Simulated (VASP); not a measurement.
GeSb2Te4:

```xyz
7
Lattice="-4.1196 4.1196 3.2925 4.1196 -4.1196 3.2925 4.1196 4.1196 -3.2925" Properties=species:S:1:pos:R:3 pbc="T T T"
Ge    0.0000    0.0000    0.0000
Sb    4.1196    0.0000    0.0000
Sb    0.0000    4.1196    0.0000
Te    5.5246   -1.4050    1.6463
Te   -1.4050    2.7146    1.6463
Te    1.4050    5.5246    1.6463
Te    2.7146    1.4050    1.6463
```

| Quantity | Value |
| --- | --- |
| Program | VASP 6.6.1 |
| Task | relaxation of cell and atoms |
| Functional | PBEsol |
| Potentials or basis | VASP PAW PBE potentials, release 64 (Ge_d, Sb, Te) |
| Cutoff | 600 eV |
| k mesh | 4 × 4 × 4 |
| Occupations | fermi-dirac, width 0.03 eV |
| Spin | no spin polarisation |

At the start: pressure 13.9 GPa; volume 31.93 Å³/atom.

Problem. How do energy, volume and symmetry change on relaxing?

Solution. Over 19 steps the energy falls by 600.2 meV/atom and the volume is 29.69 Å³/atom (-7.0 %); space group I422 (No. 97, to 0.05 Å).

Step by step:
| step | energy change (eV) | largest force (eV/Å) | pressure (GPa) | volume (Å³) |
| --- | --- | --- | --- | --- |
| 1 | 0.0000 | 4.9406 | 13.86 | 223.51 |
| 2 | -1.5018 | 0.8670 | -6.23 | 324.63 |
| 3 | -2.9716 | 0.6758 | -1.70 | 273.35 |
| 4 | -2.9735 | 0.7295 | -1.52 | 272.18 |
| 5 | -2.9734 | 0.7778 | -1.35 | 271.14 |
| 6 | -3.2277 | 0.7896 | -1.13 | 261.41 |
| 7 | -3.8049 | 0.8173 | 0.31 | 232.95 |
| 8 | -3.1225 | 1.2052 | 11.43 | 179.71 |
| 9 | -3.8536 | 1.0451 | 2.47 | 216.66 |
| 10 | -4.0188 | 0.6550 | 1.09 | 217.47 |
| 11 | -4.1131 | 0.3052 | -0.33 | 218.42 |
| 12 | -4.1306 | 0.1785 | -0.93 | 218.87 |
| 13 | -4.1327 | 0.1084 | -1.23 | 219.10 |
| 14 | -4.1668 | 0.0811 | -0.81 | 214.91 |
| 15 | -4.1904 | 0.0508 | 0.10 | 207.83 |
| 16 | -4.1950 | 0.0307 | 0.02 | 208.08 |
| 17 | -4.2003 | 0.0130 | -0.21 | 208.74 |
| 18 | -4.2009 | 0.0132 | 0.13 | 207.34 |
| 19 | -4.2011 | 0.0044 | 0.01 | 207.80 |

Final structure:
```
Ge Sb Te
1.0
    -3.71021    3.71021    3.77397
     3.71021   -3.71021    3.77397
     3.71021    3.71021   -3.77397
Ge Sb Te
1 2 4
Direct
  0.00000 0.00000 0.00000
  0.00000 0.50000 0.50000
  0.50000 0.00000 0.50000
  0.02890 0.97110 0.50000
  0.52890 0.02890 0.05780
  0.97110 0.47110 0.94220
  0.47110 0.52890 0.50000
```

Caveat: the PAW data sets were made with another functional, which shifts forces and pressure a little.
